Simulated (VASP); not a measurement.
Write the native input for VASP 6.6.1 that does the following.

* Task: single point
* Functional: PBEsol
* Potentials or basis: VASP PAW PBE potentials, release 64 (Ge_d)
* Cutoff: 520 eV
* k mesh: 6 × 6 × 6
* Occupations: fermi-dirac, width 0.1 eV
* Spin: no spin polarisation
* Dipole correction: no
* Further INCAR settings: ALGO = Normal; EDIFF = 1e-06; NBANDS = 21

The structure of Ge lies in POSCAR:

```
Ge
1.0
    0.0000000000      2.8522904818      2.8522904818
    2.8522904818      0.0000000000      2.8522904818
    2.8522904818      2.8522904818      0.0000000000
Ge
2
Direct
    0.0000000000      0.0000000000      0.0000000000
    0.2500000000      0.2500000000      0.2500000000
```

These files were run (other wordings do the same):

INCAR

```
SYSTEM = Ge
  PREC = Accurate
  ENCUT = 520
  EDIFF = 1E-6
  ISMEAR = -1
  SIGMA = 0.1
  LREAL = .False.
  LASPH = .True.
  NELM = 100
  ALGO = Normal
  ISIF = 2
  LWAVE = .False.
  LCHARG = .True.
  GGA = PS
  LELF = .True.
  LVHAR = .True.
  NBANDS = 21
```

KPOINTS

```
regular mesh
0
Gamma
  6 6 6
  0 0 0
```

Potentials or basis: VASP PAW PBE potentials, release 64 (Ge_d).

Run with:

```console
$ cat potpaw_PBE.64/Ge_d/POTCAR > POTCAR
$ mpirun -np 1 vasp_std > vasp.out
```

It gave:

```
Pressure               : -1.3 GPa
Band gap on the k mesh : zero (filled and empty bands touch)
```

Caveat: the PAW data sets were made with another functional, which shifts forces and pressure a little.

Wall time 16 s on 1 thread of Intel(R) Xeon(R) Platinum 8488C (Sapphire Rapids) (shared host), peak memory 0.16 GiB.
